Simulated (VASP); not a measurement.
Here is a VASP 6.6.1 calculation.

Contents of INCAR:

```
SYSTEM = Ta
  PREC = Accurate
  ENCUT = 520
  EDIFF = 1E-8
  ISMEAR = -1
  SIGMA = 0.08
  LREAL = .FALSE.
  LASPH = .TRUE.
  NELM = 60
  ALGO = Normal
  ISIF = 2
  LWAVE = .FALSE.
  LCHARG = .FALSE.
  GGA = PS
  LEFG = .TRUE.
  NBANDS = 12
```

File KPOINTS:

```
Automatic mesh
0
G
  17 17 17
  0 0 0
```

The input POSCAR:

```
Ta
1.0
   -1.6843056000      1.6843056000      1.6512800000
    1.6843056000     -1.6843056000      1.6512800000
    1.6843056000      1.6843056000     -1.6512800000
Ta
1
Direct
    0.0000000000      0.0000000000      0.0000000000
```

Potentials or basis: VASP PAW PBE potentials, release 64 (Ta_pv).

The run is started by

```console
$ cat potpaw_PBE.64/Ta_pv/POTCAR > POTCAR
$ mpirun -np 1 vasp_std > vasp.out
```

Question: Predict the pressure.

Answer: -10.8 GPa.

Electric field gradients, principal values (V/Å²):
| atom | least | middle | greatest (by size) |
| --- | --- | --- | --- |
| 1 Ta | 5.870 | 5.870 | -11.740 |

Caveat: the cell differs from its parent crystal (equal xx and yy strain of +2 %); without QUAD_EFG the Cq values of the log hold for a quadrupole moment of 1 mb, not for the nuclei; the PAW data sets were made with another functional, which shifts forces and pressure a little.
